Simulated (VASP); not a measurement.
Wanted: the native input for a VASP 6.6.1 run.

- Task: relaxation of cell and atoms
- Functional: RPBE
- Potentials or basis: VASP PAW PBE potentials, release 64 (C)
- Cutoff: 600 eV
- k mesh: 8 × 8 × 3
- Occupations: fermi-dirac, width 0.05 eV
- Spin: no spin polarisation
- Dipole correction: no
- Further INCAR settings: ALGO = Normal; EDIFF = 1e-06; IBRION = 2; EDIFFG = -0.01; NSW = 80; ISIF = 3

The structure of C lies in POSCAR:

```
C
1.0
    2.4640014744      0.0000000000      0.0000000000
   -1.2320007372      2.1338878718      0.0000000000
    0.0000000000      0.0000000000      6.7110000000
C
4
Direct
    0.0000000000      0.0000000000      0.2500000000
    0.0000000000      0.0000000000      0.7500000000
    0.3333333333      0.6666666667      0.2500000000
    0.6666666667      0.3333333333      0.7500000000
```

The input as run:

INCAR

```
SYSTEM = C
PREC = Accurate ; ENCUT = 600
EDIFF = 1E-6 ; ISMEAR = -1
SIGMA = 0.05 ; LREAL = .False.
LASPH = .True. ; NELM = 100
ALGO = Normal ; ISIF = 3
LWAVE = .False. ; LCHARG = .False.
GGA = RP ; IBRION = 2
NSW = 80 ; EDIFFG = -0.01
```

KPOINTS

```
Automatic mesh
0
Gamma
  8 8 3
  0 0 0
```

Potentials or basis: VASP PAW PBE potentials, release 64 (C).

Run with:

```bash
$ cat potpaw_PBE.64/C/POTCAR > POTCAR
$ mpirun -np 1 vasp_std > vasp.out
```

Results of the run:

```
Relaxed volume                         : 11.01 Å³/atom
Relaxed cell                           : a = 2.477 Å, b = 2.477 Å, c = 8.282 Å, α = 90.00°, β = 90.00°, γ = 120.00°
Space group after relaxing (to 0.05 Å) : P6_3/mmc (No. 194)
Energy gained by relaxing              : 30.8 meV/atom
Ionic steps                            : 12
Pressure after relaxing                : 0.0 GPa
Band gap on the k mesh                 : 1.88 eV, indirect (the least direct gap lies 4.4 meV higher)
```

Caveat: the volume moved by over 15 % at a fixed basis, so the end points are rough; the PAW data sets were made with another functional, which shifts forces and pressure a little; this functional lacks dispersion, which binds the layers, so the pressure and a relaxed spacing across them are unreliable; the volume moved by +25 % from the deposited cell, more than functionals usually miss.

Run time: 51 s on 1 thread of Intel(R) Xeon(R) 6975P-C (Granite Rapids), with other jobs on the host, peak memory 0.14 GiB.
